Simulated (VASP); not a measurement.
# Ru (Fm-3m) in VASP: a series of runs

Runs on Ru. Level: PBE. Tasks: single point, relaxation of cell and atoms.

Program: VASP 6.6.1. These are calculated values, not measurements. Logs are shortened: lines on timing, memory, paths and dates and some standing lists are left out, and cuts for length are marked.

### Step 1. The cell of the first run

It takes space group Fm-3m (No. 225, cubic). Conventional cell: a = 3.807 Å, b = 3.807 Å, c = 3.807 Å, α = 90.00°, β = 90.00°, γ = 90.00°. Ru (site symmetry m-3m) has 12 Ru at 2.69 Å within 3.5 Å.

### Step 2. Single point, PBE

Input file INCAR:

```
ALGO = Fast
EDIFF = 1E-7
ENCUT = 520
GGA = PE
ISIF = 2
ISMEAR = 0
LASPH = True
LCHARG = False
LREAL = False
LWAVE = False
NBANDS = 13
NELM = 60
PREC = Accurate
SIGMA = 0.1
```

Input file KPOINTS:

```
k-points
0
Gamma
  8 8 8
```

Input file POSCAR:

```
Ru
1.0
    0.0000000000      1.9034428875      1.9034428875
    1.9034428875      0.0000000000      1.9034428875
    1.9034428875      1.9034428875      0.0000000000
Ru
1
Direct
    0.0000000000      0.0000000000      0.0000000000
```

Potentials or basis: VASP PAW PBE potentials, release 64 (Ru_pv).

Run with:

```sh
$ cat potpaw_PBE.64/Ru_pv/POTCAR > POTCAR
$ mpirun -np 1 vasp_std > vasp.out
```

OUTCAR:

```text
EDIFF = 1E-7
   ENCUT = 520
   GGA = PE
   ISIF = 2
   ISMEAR = 0
   LASPH = True
   LREAL = False
   NELM = 60
   PREC = Accurate

 ion  position               nearest neighbor table
   1  0.000  0.000  0.000-

  LATTYP: Found a face centered cubic cell.
 ALAT       =     3.8068857750

  Lattice vectors:

 A1 = (   0.0000000000,   1.9034428875,   1.9034428875)
 A2 = (   1.9034428875,   0.0000000000,   1.9034428875)
 A3 = (   1.9034428875,   1.9034428875,   0.0000000000)

Analysis of symmetry for initial positions (statically):
=====================================================================
 Subroutine PRICEL returns:
 Original cell was already a primitive cell.

 Routine SETGRP: Setting up the symmetry group for a
 face centered cubic supercell.

 Subroutine GETGRP returns: Found 48 space group operations
 (whereof 48 operations were pure point group operations)
 out of a pool of 48 trial point group operations.

The static configuration has the point symmetry O_h .

Analysis of symmetry for dynamics (positions and initial velocities):
=====================================================================
 Subroutine PRICEL returns:
 Original cell was already a primitive cell.

 Routine SETGRP: Setting up the symmetry group for a
 face centered cubic supercell.

 Subroutine GETGRP returns: Found 48 space group operations
 (whereof 48 operations were pure point group operations)
 out of a pool of 48 trial point group operations.

The dynamic configuration has the point symmetry O_h .

 Subroutine INISYM returns: Found 48 space group operations
 (whereof 48 operations are pure point group operations),
 and found     1 'primitive' translations

----------------------------------------------------------------------------------------

                                     Primitive cell

  volume of cell :      13.7927

  direct lattice vectors                    reciprocal lattice vectors
     0.000000000  1.903442888  1.903442888    -0.262681903  0.262681903  0.262681903
     1.903442888  0.000000000  1.903442888     0.262681903 -0.262681903  0.262681903
     1.903442888  1.903442888  0.000000000     0.262681903  0.262681903 -0.262681903

  length of vectors
     2.691874747  2.691874747  2.691874747     0.454978402  0.454978402  0.454978402

  position of ions in fractional coordinates (direct lattice)
     0.000000000  0.000000000  0.000000000

  ion indices of the primitive-cell ions
   primitive index   ion index
                 1           1

----------------------------------------------------------------------------------------

 KPOINTS: k-points

Automatic generation of k-mesh.
 Grid dimensions read from file:
 generate k-points for:    8    8    8

 Generating k-lattice:

  Cartesian coordinates                     Fractional coordinates (reciprocal lattice)
    -0.032835238  0.032835238  0.032835238     0.125000000  0.000000000  0.000000000
     0.032835238 -0.032835238  0.032835238     0.000000000  0.125000000  0.000000000
     0.032835238  0.032835238 -0.032835238     0.000000000  0.000000000  0.125000000

  Length of vectors
     0.056872300  0.056872300  0.056872300

  Shift w.r.t. Gamma in fractional coordinates (k-lattice)
     0.000000000  0.000000000  0.000000000

 Subroutine IBZKPT returns following result:
 ===========================================

 Found     29 irreducible k-points:

 Following reciprocal coordinates:
            Coordinates               Weight
  0.000000  0.000000  0.000000      1.000000
  0.125000  0.000000  0.000000      8.000000
  0.250000  0.000000  0.000000      8.000000
  0.375000  0.000000  0.000000      8.000000
  0.500000  0.000000  0.000000      4.000000
  0.125000  0.125000  0.000000      6.000000
[... 16 lines left out ...]
  0.500000  0.250000  0.125000     48.000000
 -0.375000  0.250000  0.125000     24.000000
 [... further k-points ...]
   k-points           NKPTS =     29   k-points in BZ     NKDIM =     29   number of bands    NBANDS=     13
   number of dos      NEDOS =    301   number of ions     NIONS =      1
   total plane-waves  NPLWV =   8000
   dimension x,y,z NGX =    20 NGY =   20 NGZ =   20
   dimension x,y,z NGXF=    40 NGYF=   40 NGZF=   40
   ions per type =               1
   NGX,Y,Z   is equivalent  to a cutoff of  12.35, 12.35, 12.35 a.u.
   NGXF,Y,Z  is equivalent  to a cutoff of  24.70, 24.70, 24.70 a.u.
 SYSTEM =  unknown system
   PREC   = accura    normal or accurate (medium, high low for compatibility)
   ISTART =      0    job   : 0-new  1-cont  2-samecut
   ICHARG =      2    charge: 1-file 2-atom 10-const
   ISPIN  =      1    spin polarized calculation?
   LNONCOLLINEAR =      F non collinear calculations
   LSORBIT =      F    spin-orbit coupling
   LASPH  =      T    aspherical Exc in radial PAW
   ENCUT  =  520.0 eV  38.22 Ry    6.18 a.u.   5.01  5.01  5.01*2*pi/ulx,y,z
   NELM   =     60;   NELMIN=  2; NELMDL= -5     # of ELM steps
[... 117 lines left out ...]
     12      28.0657      0.00000
     13      35.0593      0.00000

 k-point     5 :       0.5000    0.0000    0.0000
  band No.  band energies     occupation
      1     -30.9535      2.00000
      2     -30.0767      2.00000
      3     -30.0767      2.00000
      4       6.5235      2.00000
      5       9.8382      2.00000
      6       9.8382      2.00000
      7      13.4879      0.00000
      8      14.1802      0.00000
      9      14.1802      0.00000
     10      22.3750      0.00000
     11      23.0632      0.00000
     12      27.1341      0.00000
     13      33.5151      0.00000

 k-point     6 :       0.1250    0.1250    0.0000
  band No.  band energies     occupation
      1     -30.0902      2.00000
      2     -29.9946      2.00000
      3     -29.9946      2.00000
      4       5.4963      2.00000
      5       9.3474      2.00000
      6      10.4385      2.00000
      7      10.4385      2.00000
      8      11.6968      2.00000
      9      12.5851      0.00156
     10      23.0587      0.00000
     11      28.9440      0.00000
     12      31.6588      0.00000
     13      33.4457      0.00000

 k-point     7 :       0.2500    0.1250    0.0000
  band No.  band energies     occupation
      1     -30.3597      2.00000
      2     -30.0531      2.00000
      3     -30.0377      2.00000
      4       6.6207      2.00000
      5       8.8988      2.00000
      6      10.4685      2.00000
      7      10.8306      2.00000
      8      11.9157      2.00000
      9      12.9349      0.00000
     10      23.0586      0.00000
     11      29.1872      0.00000
     12      30.4528      0.00000
     13      33.8585      0.00000
[... 193 lines left out ...]
 k-point    20 :      -0.3750    0.3750    0.0000
  band No.  band energies     occupation
      1     -30.7291      2.00000
      2     -30.5286      2.00000
      3     -30.2310      2.00000
      4       7.1341      2.00000
      5       8.0105      2.00000
      6      11.0278      2.00000
      7      12.6398      0.00008
      8      13.9442      0.00000
      9      21.2830      0.00000
     10      21.6014      0.00000
     11      23.0588      0.00000
     12      25.5500      0.00000
     13      29.3289      0.00000

 k-point    21 :       0.5000    0.5000    0.0000
  band No.  band energies     occupation
      1     -30.8908      2.00000
      2     -30.3074      2.00000
      3     -30.3074      2.00000
      4       6.2254      2.00000
      5       6.6994      2.00000
      6      14.1364      0.00000
      7      14.6839      0.00000
      8      14.6839      0.00000
      9      16.0932      0.00000
     10      23.0574      0.00000
     11      25.8401      0.00000
     12      25.8401      0.00000
     13      25.9947      0.00000

 k-point    22 :       0.3750    0.2500    0.1250
  band No.  band energies     occupation
      1     -30.5455      2.00000
      2     -30.1972      2.00000
      3     -30.0719      2.00000
      4       7.6530      2.00000
      5       8.4275      2.00000
      6       9.8998      2.00000
      7      11.7899      2.00000
      8      11.9479      2.00000
      9      14.3176      0.00000
     10      23.0585      0.00000
     11      28.2557      0.00000
     12      30.1440      0.00000
     13      32.1894      0.00000

 k-point    23 :       0.5000    0.2500    0.1250
  band No.  band energies     occupation
      1     -30.7346      2.00000
      2     -30.3093      2.00000
      3     -30.1303      2.00000
      4       7.8269      2.00000
      5       8.9186      2.00000
      6       9.5592      2.00000
      7      11.4526      2.00000
      8      13.3174      0.00000
      9      16.6518      0.00000
     10      23.0577      0.00000
     11      24.8887      0.00000
     12      28.8242      0.00000
     13      30.3004      0.00000

 k-point    24 :      -0.3750    0.2500    0.1250
  band No.  band energies     occupation
      1     -30.8156      2.00000
      2     -30.3444      2.00000
      3     -30.1620      2.00000
      4       7.7620      2.00000
      5       8.6480      2.00000
      6      10.3453      2.00000
      7      11.1295      2.00000
      8      13.9376      0.00000
      9      18.7523      0.00000
     10      21.9401      0.00000
     11      23.0611      0.00000
     12      28.7058      0.00000
     13      29.8226      0.00000

 [... further k-points ...]
[... 5 lines left out ...]
  --------------------------------------------------------------------------------------
  -------------------------------------------------------------------------------------
  Total       -0.0101456     -0.0101456     -0.0101456     -0.0000000     -0.0000000     -0.0000000
  in kB       -1.1785281     -1.1785281     -1.1785281     -0.0000000     -0.0000000     -0.0000000
  external PRESSURE =      -1.1785281 kB  Pullay stress =       0.0000000 kB

 VOLUME and BASIS-vectors are now :
 -----------------------------------------------------------------------------
  energy-cutoff  :      520.00
  volume of cell :       13.79
      direct lattice vectors                 reciprocal lattice vectors
     0.000000000  1.903442888  1.903442888    -0.262681903  0.262681903  0.262681903
     1.903442888  0.000000000  1.903442888     0.262681903 -0.262681903  0.262681903
     1.903442888  1.903442888  0.000000000     0.262681903  0.262681903 -0.262681903

 POSITION                                       TOTAL-FORCE (eV/Angst)
 -----------------------------------------------------------------------------------
      0.00000      0.00000      0.00000         0.000000      0.000000      0.000000
 -----------------------------------------------------------------------------------
    total drift:                                0.000000      0.000000      0.000000

  FREE ENERGIE OF THE ION-ELECTRON SYSTEM (eV)
  ---------------------------------------------------
  free  energy   TOTEN  =        -9.1606126419 eV

  energy  without entropy=       -9.1567832529  energy(sigma->0) =       -9.15869795
```

Wall time 5 s (1 thread of Intel Xeon Platinum 8375C at 2.90GHz (Ice Lake), shared host); peak memory 0.12 GiB.

What came out:

```yaml
Free_energy: -9.1606 eV
Pressure: -0.1 GPa
Band_gap_on_the_k_mesh: zero (band 7 reaches 14.68 eV, above the bottom of band 8 at 11.63 eV)
```

Levels at points of the mesh, in eV from the Fermi level:
```csv
k point,band 3,band 4,band 5,band 6,band 7,band 8,band 9,band 10,band 11,band 12
"(0.00, 0.00, 0.00)",-42.30,-7.70,-2.40,-2.40,-2.40,-0.01,-0.01,10.70,15.18,20.83
"(0.50, 0.00, 0.00)",-42.44,-5.84,-2.52,-2.52,1.13,1.82,1.82,10.01,10.70,14.77
"(0.50, 0.50, 0.00)",-42.67,-6.14,-5.66,1.77,2.32,2.32,3.73,10.70,13.48,13.48
```

### Step 3. Relaxation of cell and atoms, PBE

This run uses another cell than the first one, of 14.87 Å³/atom, 1.078 times its volume.

Input file INCAR:

```
SYSTEM = Ru
PREC = Accurate
ENCUT = 600
EDIFF = 1E-6
ISMEAR = 0
SIGMA = 0.1
LREAL = .False.
LASPH = .True.
NELM = 100
ALGO = Fast
ISIF = 3
LWAVE = .False.
LCHARG = .False.
GGA = PE
IBRION = 2
NSW = 80
EDIFFG = -0.05
```

Input file KPOINTS:

```
Automatic mesh
0
Gamma
  8 8 8
  0 0 0
```

Input file POSCAR:

```
Ru
1.0
    0.0000000000      1.9515759054      1.9515759054
    1.9515759054      0.0000000000      1.9515759054
    1.9515759054      1.9515759054      0.0000000000
Ru
1
Direct
    0.0000000000      0.0000000000      0.0000000000
```

Potentials or basis: VASP PAW PBE potentials, release 64 (Ru_pv).

Run with:

```sh
$ cat potpaw_PBE.64/Ru_pv/POTCAR > POTCAR
$ mpirun -np 1 vasp_std > vasp.out
```

It took 16 s on 1 thread of Intel Xeon Platinum 8375C at 2.90GHz (Ice Lake), shared host; peak memory 0.14 GiB.

It converged, with:

```yaml
Free_energy: -9.1618 eV
Relaxed_volume: 13.81 Å³/atom
Relaxed_cell: a = 2.693 Å, b = 2.693 Å, c = 2.693 Å, α = 60.00°, β = 60.00°, γ = 60.00°
Space_group_after_relaxing_to_0.05_Å: Fm-3m (No. 225)
Energy_gained_by_relaxing: 70.0 meV/atom
Ionic_steps: 4
Pressure_after_relaxing: -0.5 GPa
Band_gap_on_the_k_mesh: zero (band 7 reaches 14.66 eV, above the bottom of band 8 at 11.61 eV)
```

Step by step:
| step | energy change (eV) | largest force (eV/Å) | pressure (GPa) | volume (Å³) |
| --- | --- | --- | --- | --- |
| 1 | 0.0000 | 0.0000 | -19.41 | 14.87 |
| 2 | 0.5553 | 0.0000 | 97.94 | 11.32 |
| 3 | -0.0696 | 0.0000 | -1.75 | 13.87 |
| 4 | -0.0700 | 0.0000 | -0.51 | 13.81 |

Final structure:
```
Ru
1.0
     0.00000    1.90415    1.90415
     1.90415    0.00000    1.90415
     1.90415    1.90415    0.00000
Ru
1
Direct
  0.00000 0.00000 0.00000
```

Levels at points of the mesh, in eV from the Fermi level:
```
           k point  band 5  band 6  band 7  band 8  band 9  band 10
(0.00, 0.00, 0.00)   -2.40   -2.40   -2.40   -0.01   -0.01    10.70
(0.50, 0.00, 0.00)   -2.52   -2.52    1.13    1.82    1.82    10.00
(0.50, 0.50, 0.00)   -5.65    1.77    2.32    2.32    3.73    10.70
```

### Step 4. Single point, PBE

This run uses another cell than the first one, of 13.83 Å³/atom, 1.003 times its volume.

Input file INCAR:

```
SYSTEM = Ru
  PREC = Accurate
  ENCUT = 520
  EDIFF = 1E-6
  ISMEAR = 0
  SIGMA = 0.1
  LREAL = .False.
  LASPH = .True.
  NELM = 60
  ALGO = Normal
  ISIF = 2
  LWAVE = .False.
  LCHARG = .True.
  GGA = PE
  LELF = .True.
  LVHAR = .True.
  NBANDS = 13
```

Input file KPOINTS:

```
regular mesh
0
Gamma
  18 18 18
  0 0 0
```

Input file POSCAR:

```
Ru
1.0
    0.0000000000      1.9051314360      1.9051314360
    1.9051314360      0.0000000000      1.9051314360
    1.9051314360      1.9051314360      0.0000000000
Ru
1
Direct
    0.0000000000      0.0000000000      0.0000000000
```

Run with:

```sh
$ cat potpaw_PBE.64/Ru_pv/POTCAR > POTCAR
$ mpirun -np 1 vasp_std > vasp.out
```

Run time: 18 s. Hardware: 1 thread of Intel Xeon Platinum 8375C at 2.90GHz (Ice Lake), shared host; peak memory 0.15 GiB.

The run converged. Its results:

| Quantity | Value |
| --- | --- |
| Free energy | -9.1258 eV |
| Pressure | -0.1 GPa |
| Band gap on the k mesh | zero (band 7 reaches 14.62 eV, above the bottom of band 8 at 11.28 eV) |

Levels at points of the mesh, in eV from the Fermi level:
| k point | band 5 | band 6 | band 7 | band 8 | band 9 | band 10 |
| --- | --- | --- | --- | --- | --- | --- |
| (0.00, 0.00, 0.00) | -2.47 | -2.47 | -2.47 | -0.09 | -0.09 | 10.60 |
| (0.50, 0.00, 0.00) | -2.59 | -2.59 | 1.05 | 1.73 | 1.73 | 9.90 |
| (0.50, 0.50, 0.00) | -5.72 | 1.68 | 2.23 | 2.23 | 3.65 | 10.60 |

### Step 5. Relaxation of cell and atoms, PBE

Input file INCAR:

```
ALGO = Normal
EDIFF = 1E-6
EDIFFG = -0.01
ENCUT = 600
GGA = PE
IBRION = 2
ISIF = 3
ISMEAR = 0
LASPH = T
LCHARG = F
LREAL = F
LWAVE = F
NELM = 60
NSW = 80
PREC = Accurate
SIGMA = 0.1
```

Input file KPOINTS:

```
k-points
0
Gamma
  18 18 18
```

Input file POSCAR:

```
Ru
1.0
    0.0000000000      1.9034428875      1.9034428875
    1.9034428875      0.0000000000      1.9034428875
    1.9034428875      1.9034428875      0.0000000000
Ru
1
Direct
    0.0000000000      0.0000000000      0.0000000000
```

Run with:

```sh
$ cat potpaw_PBE.64/Ru_pv/POTCAR > POTCAR
$ mpirun -np 1 vasp_std > vasp.out
```

Wall time 34 s (1 thread of Intel Xeon Platinum 8375C at 2.90GHz (Ice Lake), shared host); peak memory 0.17 GiB.

It converged, with:

```yaml
Free_energy: -9.1259 eV
Relaxed_volume: 13.82 Å³/atom
Relaxed_cell: a = 2.694 Å, b = 2.694 Å, c = 2.694 Å, α = 60.00°, β = 60.00°, γ = 60.00°
Space_group_after_relaxing_to_0.05_Å: Fm-3m (No. 225)
Energy_gained_by_relaxing: 0.1 meV/atom
Ionic_steps: 3
Pressure_after_relaxing: 0.0 GPa
Band_gap_on_the_k_mesh: zero (band 7 reaches 14.63 eV, above the bottom of band 8 at 11.29 eV)
```

Final structure:
```yaml
crystal:
  lattice:
    - [0.00000, 1.90476, 1.90476]
    - [1.90476, 0.00000, 1.90476]
    - [1.90476, 1.90476, 0.00000]
  atoms:
    - { symbol: Ru, position: [0.00000, 0.00000, 0.00000] }
```

Levels at points of the mesh, in eV from the Fermi level:
| k point | band 4 | band 5 | band 6 | band 7 | band 8 | band 9 | band 10 | band 11 |
| --- | --- | --- | --- | --- | --- | --- | --- | --- |
| (0.00, 0.00, 0.00) | -7.76 | -2.47 | -2.47 | -2.47 | -0.09 | -0.09 | 10.60 | 15.11 |
| (0.50, 0.00, 0.00) | -5.90 | -2.59 | -2.59 | 1.05 | 1.73 | 1.73 | 9.91 | 10.61 |
| (0.50, 0.50, 0.00) | -6.19 | -5.72 | 1.69 | 2.23 | 2.23 | 3.65 | 10.60 | 13.39 |

### Step 6. Overview

| task | cell | k mesh | cutoff (eV) | gap on the mesh (eV) | pressure (GPa) |
| --- | --- | --- | --- | --- | --- |
| single point | a = 2.692 Å, angles 60.0°, 1 atom | 8 × 8 × 8 | 520 | none | -0.1 |
| relaxation of cell and atoms | relaxed from a = 2.760 Å, angles 60.0°, 1 atom | 8 × 8 × 8 | 600 | none | -0.5 |
| single point | a = 2.694 Å, angles 60.0°, 1 atom | 18 × 18 × 18 | 520 | none | -0.1 |
| relaxation of cell and atoms | relaxed from a = 2.692 Å, angles 60.0°, 1 atom | 18 × 18 × 18 | 600 | none | 0.0 |

Alike in all rows: level PBE; potentials or basis VASP PAW PBE potentials, release 64 (Ru_pv); no spin polarisation; smearing gaussian 0.1 eV.

Total energies depend on the potentials used, so only differences within one code and one set of settings carry meaning.
